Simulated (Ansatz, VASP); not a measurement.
**Cu in VASP and in Ansatz**

Contents of INCAR:

```
ALGO     = Normal         # electronic algorithm
DIPOL    = 0.5 0.5 0.379
EDIFF    = 1E-7           # SCF threshold, eV
ENCUT    = 520            # plane-wave cutoff, eV
GGA      = PE             # functional
IDIPOL   = 3            
ISIF     = 2              # what is computed and relaxed
ISMEAR   = 1              # smearing method
IVDW     = 12             # dispersion correction
LASPH    = T              # aspherical terms in the spheres
LCHARG   = F              # write CHGCAR
LDIPOL   = T            
LREAL    = Auto         
LWAVE    = F              # write WAVECAR
NBANDS   = 132            # bands
NELM     = 100            # most SCF steps
PREC     = Accurate       # precision mode
SIGMA    = 0.1            # smearing width, eV
```

KPOINTS

```
k-points
0
Gamma
  6 6 1
```

Contents of POSCAR:

```
Cu
1.0
    5.0380249558      4.3630575966      0.0000000000
   -6.2975311948      2.1815287983      0.0000000000
    0.0000000000      0.0000000000     23.9135491915
Cu
21
Direct
    0.1428571667      0.7142858000      0.2927210823
    0.0000001667      0.0000001333      0.2927210823
    0.2857141667      0.4285711333      0.2927210823
    0.5714285000      0.8571428000      0.2927210823
    0.4285711667      0.1428571333      0.2927210823
    0.7142855000      0.5714284667      0.2927210823
    0.8571428333      0.2857141333      0.2927210823
    0.3332141343      0.6665782669      0.3798359658
    0.1920546978      0.9516369240      0.3794406514
    0.4769343760      0.3832748738      0.3794406514
    0.7619930331      0.8094929675      0.3798359658
    0.6190783325      0.0953571657      0.3798359658
    0.9047618333      0.5238094667      0.3776889392
    0.0452964262      0.2365166022      0.3794406514
    0.5237309960      0.6195340135      0.4664273645
    0.3815172175      0.9048403040      0.4664273645
    0.6680329037      0.3375365703      0.4642156670
    0.9552178666      0.7605383963      0.4642156670
    0.8090372865      0.0470540825      0.4664273645
    0.0910347297      0.4733534334      0.4642156670
    0.2380951667      0.1904761333      0.4633861509
```

Input for Ansatz:

```yaml
crystal:
  lattice:
    - [5.0380249558, 4.3630575966, 0.0]
    - [-6.2975311948, 2.1815287983, 0.0]
    - [0.0, 0.0, 23.9135491915]
  atoms:
    - { symbol: Cu, position: [0.1428571667, 0.7142858, 0.2927210823] }
    - { symbol: Cu, position: [1.667e-07, 1.333e-07, 0.2927210823] }
    - { symbol: Cu, position: [0.2857141667, 0.4285711333, 0.2927210823] }
    - { symbol: Cu, position: [0.5714285, 0.8571428, 0.2927210823] }
    - { symbol: Cu, position: [0.4285711667, 0.1428571333, 0.2927210823] }
    - { symbol: Cu, position: [0.7142855, 0.5714284667, 0.2927210823] }
    - { symbol: Cu, position: [0.8571428333, 0.2857141333, 0.2927210823] }
    - { symbol: Cu, position: [0.3332141343, 0.6665782669, 0.3798359658] }
    - { symbol: Cu, position: [0.1920546978, 0.951636924, 0.3794406514] }
    - { symbol: Cu, position: [0.476934376, 0.3832748738, 0.3794406514] }
    - { symbol: Cu, position: [0.7619930331, 0.8094929675, 0.3798359658] }
    - { symbol: Cu, position: [0.6190783325, 0.0953571657, 0.3798359658] }
    - { symbol: Cu, position: [0.9047618333, 0.5238094667, 0.3776889392] }
    - { symbol: Cu, position: [0.0452964262, 0.2365166022, 0.3794406514] }
    - { symbol: Cu, position: [0.523730996, 0.6195340135, 0.4664273645] }
    - { symbol: Cu, position: [0.3815172175, 0.904840304, 0.4664273645] }
    - { symbol: Cu, position: [0.6680329037, 0.3375365703, 0.464215667] }
    - { symbol: Cu, position: [0.9552178666, 0.7605383963, 0.464215667] }
    - { symbol: Cu, position: [0.8090372865, 0.0470540825, 0.4664273645] }
    - { symbol: Cu, position: [0.0910347297, 0.4733534334, 0.464215667] }
    - { symbol: Cu, position: [0.2380951667, 0.1904761333, 0.4633861509] }
basis:
  ecutwfc: 420
kpoints:
  mp_grid: { grid: [6, 6, 1] }
hamiltonian:
  xc: pbe
  dispersion: d3bj
  pseudopotentials: { kind: paw, azcp: { folder: soft_1 } }
scf:
  occupations: { method: methfessel_paxton, width: 0.1 }
  n_extra_bands: 20
  max_iter: 160
output:
  forces: true
  eigenvalues: true
  write_density: true
  write_potential: true
  elf: true
  volumetric_format: npy
efield:
  axis: 3
  dipole_correction: true
```

Alike in both runs: task single point; functional PBE; dispersion D3(BJ); k mesh 6 × 6 × 1; occupations methfessel-paxton of order 1, width 0.1 eV; no spin polarisation.

|  | VASP | Ansatz |
| --- | --- | --- |
| version | VASP 6.6.1 | Ansatz 0.2.0 |
| potentials or method | VASP PAW PBE potentials, release 64 (Cu), cutoff 520 eV | scalar-relativistic, plane waves, PAW |
| valence electrons in the cell | 231 | 399 |

Ansatz gave:

```
gap on the k mesh at the Fermi level (eV) : none
rms of the force components (eV/Å)        : 0.072
```

Question: Which values does VASP return?

Answer: gap on the k mesh at the Fermi level (eV): none; rms of the force components (eV/Å): 0.074.

Atom by atom the forces differ by 0.011 eV/Å (rms over components). A gap of «none» marks a metal or a gap that the smearing closes. VASP's potentials hold 231 valence electrons a cell and Ansatz's 399, so a difference there can come from the potentials and not from the codes. Ansatz's warnings: xc potential rough in thin density.
